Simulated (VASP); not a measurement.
Cd4S, 5 atoms in the cell. Symmetry: P6/mmm, No. 191, hexagonal system. The conventional cell has a = 5.971 Å, b = 5.971 Å, c = 5.096 Å, α = 90.00°, β = 90.00°, γ = 120.00°. Within 3.9 Å of Cd (site symmetry mmm) lie 6 Cd at 2.99 Å. Within 3.4 Å of Cd (site symmetry 6/mmm) lie 2 S at 2.55 Å and 6 Cd at 2.99 Å. Within 3.4 Å of S (site symmetry 6/mmm) lie 2 Cd at 2.55 Å. 

- Program: VASP 6.6.1
- Task: single point
- Functional: PBE
- Potentials or basis: VASP PAW PBE potentials, release 64 (Cd, S)
- Cutoff: 520 eV
- k mesh: 6 × 6 × 4
- Occupations: gaussian, width 0.1 eV
- Spin: no spin polarisation
- Dipole correction: no
- Further INCAR settings: ALGO = Normal; EDIFF = 1e-06; NBANDS = 35

Potentials or basis: VASP PAW PBE potentials, release 64 (Cd, S).

The run is started by

```sh
$ cat potpaw_PBE.64/Cd/POTCAR potpaw_PBE.64/S/POTCAR > POTCAR
$ mpirun -np 1 vasp_std > vasp.out
```

Hardware: 1 thread of AMD EPYC 9R45 (Zen 5), with other jobs on the host.

Task: How long does it take, and how much memory?

Result: It took 120 s on 1 thread of AMD EPYC 9R45 (Zen 5) (shared host), peak memory 0.29 GiB. Counts: scf iterations 15, k points 21.
